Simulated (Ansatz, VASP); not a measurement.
# One calculation of CuO, two programs

File INCAR:

```
SYSTEM = CuO
PREC = Accurate
ENCUT = 820
EDIFF = 1E-6
ISMEAR = 0
SIGMA = 0.05
LREAL = .False.
LASPH = .True.
NELM = 200
ALGO = Normal
ISIF = 2
LWAVE = .False.
LCHARG = .True.
LMAXMIX = 4
LDAU = .True.
LDAUTYPE = 2
LDAUL = 2 -1
LDAUU = 4 0
LDAUJ = 0 0
LDAUPRINT = 1
GGA = PS
LELF = .True.
LVHAR = .True.
NBANDS = 20
GGA_COMPAT = .False.
```

File KPOINTS:

```
regular mesh
0
Gamma
  7 7 7
  0 0 0
```

The input POSCAR:

```
CuO
1.0
    0.0000000000      2.3272527300      2.3272527300
    2.3272527300      0.0000000000      2.3272527300
    2.3272527300      2.3272527300      0.0000000000
Cu O
1 1
Direct
    0.0000000000      0.0000000000      0.0000000000
    0.2500000000      0.2500000000      0.2500000000
```

Input for Ansatz:

```yaml
crystal:
  lattice:
    - [0.0, 2.32725273, 2.32725273]
    - [2.32725273, 0.0, 2.32725273]
    - [2.32725273, 2.32725273, 0.0]
  atoms:
    - { symbol: Cu, position: [0.0, 0.0, 0.0] }
    - { symbol: O, position: [0.25, 0.25, 0.25] }
basis:
  ecutwfc: 420
  ecutrho_ratio: 4
kpoints:
  mp_grid: { grid: [7, 7, 7] }
hamiltonian:
  xc: pbesol
  hubbard: { sites: [{ site: 0, l: d, u_eff: 4.0 }] }
scf:
  occupations: { method: gaussian, width: 0.05 }
  lower_state_search: "off"
  max_iter: 150
output:
  forces: true
  stress: true
  eigenvalues: true
  populations: true
  hubbard: { sites: [{ site: 0, l: d }] }
```

Alike in both runs: task single point; functional PBEsol; k mesh 7 × 7 × 7; occupations gaussian, width 0.05 eV; no spin polarisation; Hubbard terms Cu d U = 4.0 eV.

|  | VASP | Ansatz |
| --- | --- | --- |
| version | VASP 6.6.1 | Ansatz 0.2.0 |
| potentials or method | VASP PAW PBE potentials, release 64 (Cu_sv_GW, O), cutoff 820 eV | scalar-relativistic, plane waves, PAW |
| valence electrons in the cell | 25 | 25 |

```csv
,VASP,Ansatz,Ansatz less VASP
gap on the k mesh at the Fermi level (eV),none,none,-
pressure (GPa),-15.5,-13.7,+1.80
```

VASP's potentials were made for PBE, not for PBEsol. The programs project onto different local orbitals, so the same U acts differently, and such runs can settle in different states. A gap of «none» marks a metal or a gap that the smearing closes. Ansatz's warnings: filled band counts differ across k points.
